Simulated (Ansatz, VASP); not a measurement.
## NiO in VASP and in Ansatz

File INCAR:

```
SYSTEM = NiO
  ALGO = Normal
  EDIFF = 1E-6
  ENCUT = 520
  GGA = PE
  ISIF = 2
  ISMEAR = -1
  ISPIN = 2
  LASPH = .TRUE.
  LCHARG = .FALSE.
  LMAXMIX = 4
  LORBIT = 11
  LREAL = .FALSE.
  LWAVE = .FALSE.
  MAGMOM = 1.51 -1.51 0 0
  NBANDS = 28
  NELM = 150
  PREC = Accurate
  SIGMA = 0.05
```

Contents of KPOINTS:

```
k-points
0
G
  10 10 10
  0 0 0
```

The input POSCAR:

```
NiO
1.0
   -2.0823749476     -2.0823749476      4.1830735246
   -4.1830735246     -2.0823749476      2.0823749476
   -2.0823749476     -4.1830735246      2.0823749476
Ni O
2 2
Direct
    0.0000000000      0.0000000000      0.0000000000
    0.5000000000      0.5000000000      0.5000000000
    1.2500014637     -0.7499985363     -0.7499985363
    1.7499985363     -0.2500014637     -0.2500014637
```

Input for Ansatz:

```yaml
crystal:
  lattice:
    - [-2.0823749476, -2.0823749476, 4.1830735246]
    - [-4.1830735246, -2.0823749476, 2.0823749476]
    - [-2.0823749476, -4.1830735246, 2.0823749476]
  atoms:
    - { symbol: Ni, position: [0.0, 0.0, 0.0], spin: 1.51 }
    - { symbol: O, position: [1.2500014637, -0.7499985363, -0.7499985363] }
    - { symbol: Ni, position: [0.5, 0.5, 0.5], spin: -1.51 }
    - { symbol: O, position: [1.7499985363, -0.2500014637, -0.2500014637] }
basis:
  ecutwfc: 420
  ecutrho_ratio: 4
kpoints:
  mp_grid: { grid: [10, 10, 10] }
hamiltonian:
  xc: pbe
scf:
  occupations: { method: fermi_dirac, width: 0.05 }
  lower_state_search: "off"
output:
  forces: true
  stress: true
  eigenvalues: true
  populations: true
  eigenstates:
    nscf_kmesh: { grid: [10, 10, 10] }
    top_band: c48
    exchange_couplings: { magnetic: [{ species: Ni }] }
magnetization:
  spin_polarized: true
checkpoint:
  read: start.run
  write: ck
  compress: false
  write_wavefunctions: false
  write_every: 100000
```

Alike in both runs: task single point; functional PBE; k mesh 10 × 10 × 10; occupations fermi-dirac, width 0.05 eV; collinear spin.

|  | VASP | Ansatz |
| --- | --- | --- |
| version | VASP 6.6.1 | Ansatz 0.2.0 |
| potentials or method | VASP PAW PBE potentials, release 64 (Ni, O), cutoff 520 eV | scalar-relativistic, plane waves, PAW |
| valence electrons in the cell | 32 | 48 |

Ansatz gave:

- gap on the k mesh at the Fermi level (eV): 0.96
- least direct gap on the mesh (eV): 1.16
- pressure (GPa): 0.0
- net moment per atom (μB): 0.00
- size of the moment on the site where the two differ most (μB): 1.37

Problem. Estimate VASP's values.

Solution. gap on the k mesh at the Fermi level (eV): 0.93; least direct gap on the mesh (eV): 1.14; pressure (GPa): -0.3; net moment per atom (μB): 0.00; size of the moment on the site where the two differ most (μB): 1.35.

Site moments also hang on the region over which each program counts them. With one functional, cell and mesh, what is left measures potentials, basis and numerics. VASP's potentials hold 32 valence electrons a cell and Ansatz's 48, so a difference there can come from the potentials and not from the codes. Ansatz's warnings: stability check not made.
